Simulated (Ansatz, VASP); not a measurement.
## BP in VASP and in Ansatz

```
B P
1.0
     0.00000    2.26007    2.26007
     2.26007    0.00000    2.26007
     2.26007    2.26007    0.00000
B P
1 1
Direct
  0.00000 0.00000 0.00000
  0.75000 0.75000 0.75000
```

Change from the starting cell: unstrained, PAW files.

Alike in both runs: task single point; functional PBEsol; k mesh 8 × 8 × 8; no spin polarisation.

```csv
,VASP,Ansatz
version,VASP 6.6.1,Ansatz 0.2.0
potentials or method,"VASP PAW PBE potentials, release 64 (B, P)","PAW with Ansatz's default frozen-core files, scalar-relativistic"
plane-wave cutoff (eV),500,420
occupations,"gaussian, width 0.01 eV",fixed
valence electrons in the cell,8,8
```

|  | VASP | Ansatz | Ansatz less VASP |
| --- | --- | --- | --- |
| gap on the k mesh at the Fermi level (eV) | 1.15 | 1.15 | +0.004 |
| pressure (GPa) | 0.1 | 0.0 | -0.11 |

VASP's potentials were made for PBE, not for PBEsol.
